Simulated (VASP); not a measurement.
**HfO2: single point with r2SCAN**

The system is HfO2.

```
Hf O
1.0
     4.88122    0.00000    0.00000
     0.00000    4.88122    0.00000
     0.00000    0.00000    3.23789
Hf O
2 4
Direct
  0.00000 0.00000 0.00000
  0.50000 0.50000 0.50000
  0.12673 0.73710 0.50000
  0.37327 0.23710 0.00000
  0.62673 0.76290 0.00000
  0.87327 0.26290 0.50000
```

| Quantity | Value |
| --- | --- |
| Program | VASP 6.6.1 |
| Task | single point |
| Functional | r2SCAN |
| Potentials or basis | VASP PAW PBE potentials, release 64 (Hf_pv, O) |
| Cutoff | 520 eV |
| k mesh | 6 × 6 × 8 |
| Occupations | gaussian, width 0.05 eV |
| Spin | no spin polarisation |
| Dipole correction | no |
| Further INCAR settings | ALGO = Normal; EDIFF = 1e-06; NBANDS = 31 |

* Pressure: -18.6 GPa
* Largest force: 1.794 eV/Å
* Band gap on the k mesh: 3.97 eV, direct

Forces on the atoms (eV/Å):
```
Hf   0.000  0.000  0.000
Hf   0.000  0.000  0.000
O    0.609  1.687  0.000
O   -0.609  1.687  0.000
O    0.609 -1.687  0.000
O   -0.609 -1.687  0.000
```

Stress tensor (GPa, compression positive):
```
-17.06   0.00   0.00
  0.00 -21.03   0.00
  0.00   0.00 -17.80
```

Levels at points of the mesh, in eV from the valence-band top:
```
           k point  band 19  band 20  band 21  band 22  band 23  band 24  band 25  band 26
(0.00, 0.00, 0.00)    -0.76    -0.60    -0.17     0.00     3.97     4.43     5.34     5.36
(0.50, 0.00, 0.00)    -1.47    -1.47    -0.43    -0.43     4.54     4.54     6.07     6.07
(0.00, 0.50, 0.00)    -1.13    -1.13    -0.10    -0.10     4.61     4.61     6.09     6.09
(0.50, 0.50, 0.00)    -1.17    -1.17    -0.98    -0.98     4.18     4.18     5.81     5.81
(0.00, 0.00, 0.50)    -1.88    -1.88    -0.76    -0.76     5.66     5.66     5.88     5.88
(0.50, 0.00, 0.50)    -0.88    -0.88    -0.82    -0.82     4.19     4.19     6.14     6.14
(0.00, 0.50, 0.50)    -1.76    -1.76    -0.31    -0.31     4.91     4.91     5.83     5.83
(0.50, 0.50, 0.50)    -0.72    -0.72    -0.51    -0.51     4.96     4.96     5.53     5.53
```

Run time: 4.2 min on 1 thread of Intel(R) Xeon(R) 6975P-C (Granite Rapids), with other jobs on the host, peak memory 0.29 GiB.

Caveat: the PAW data sets were made with another functional, which shifts forces and pressure a little; spin-orbit coupling is left out, which moves the levels of the heavy elements. A k mesh can miss the band edges.
